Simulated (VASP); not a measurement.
Here is a VASP 6.6.1 calculation.

File POSCAR:

```
MgF2
1.0
    4.4833555148      0.0000000000      0.0000000000
    0.0000000000      4.4833555148      0.0000000000
    0.0000000000      0.0000000000      3.1100508258
Mg F
2 4
Direct
    0.0000000000      0.0000000000      0.0000000000
    0.5000000000      0.5000000000      0.5000000000
    0.3038896615      0.3038896615      0.0000000000
    0.1961103385      0.8038896615      0.5000000000
    0.8038896615      0.1961103385      0.5000000000
    0.6961103385      0.6961103385      0.0000000000
```

The input INCAR.step1:

```
SYSTEM = MgF2
PREC = Accurate
ENCUT = 520
EDIFF = 1E-5
ISMEAR = 0
SIGMA = 0.01
LREAL = .FALSE.
LASPH = .TRUE.
NELM = 120
ALGO = Normal
ISIF = 2
LWAVE = .TRUE.
LCHARG = .FALSE.
NBANDS = 25
GGA = PE
GGA_COMPAT = .FALSE.
KPAR = 4
```

INCAR.step2

```
SYSTEM = MgF2
PREC = Accurate
ENCUT = 520
EDIFF = 1E-6
ISMEAR = 0
SIGMA = 0.01
LREAL = .FALSE.
LASPH = .TRUE.
NELM = 120
ALGO = Normal
ISIF = 2
LWAVE = .FALSE.
LCHARG = .FALSE.
GGA = PE
LHFCALC = .TRUE.
HFSCREEN = 0.2079
PRECFOCK = Normal
NBANDS = 25
ISTART = 1
GGA_COMPAT = .FALSE.
KPAR = 4
```

File KPOINTS:

```
Automatic mesh
0
G
  4 4 6
  0 0 0
```

Potentials or basis: VASP PAW PBE potentials, release 64 (Mg, F).

Launch:

```console
$ cat potpaw_PBE.64/Mg/POTCAR potpaw_PBE.64/F/POTCAR > POTCAR
$ cp INCAR.step1 INCAR
$ mpirun -np 4 vasp_std > vasp.out
$ cp INCAR.step2 INCAR
$ mpirun -np 4 vasp_std > vasp.out
```

Problem. Estimate the band gap on the k mesh.

Solution. 9.63 eV, direct.

Problem. What does it give for the largest force?

Solution. 0.010 eV/Å.

Forces in eV/Å, atoms in the order of the input:
```
Mg   0.000  0.000  0.000
Mg   0.000  0.000  0.000
F    0.007  0.007  0.000
F   -0.007  0.007  0.000
F    0.007 -0.007  0.000
F   -0.007 -0.007  0.000
```

Caveat: the cell differs from its parent crystal (epitaxial xy strain -3.0%); the PAW data sets were made with another functional, which shifts forces and pressure a little.
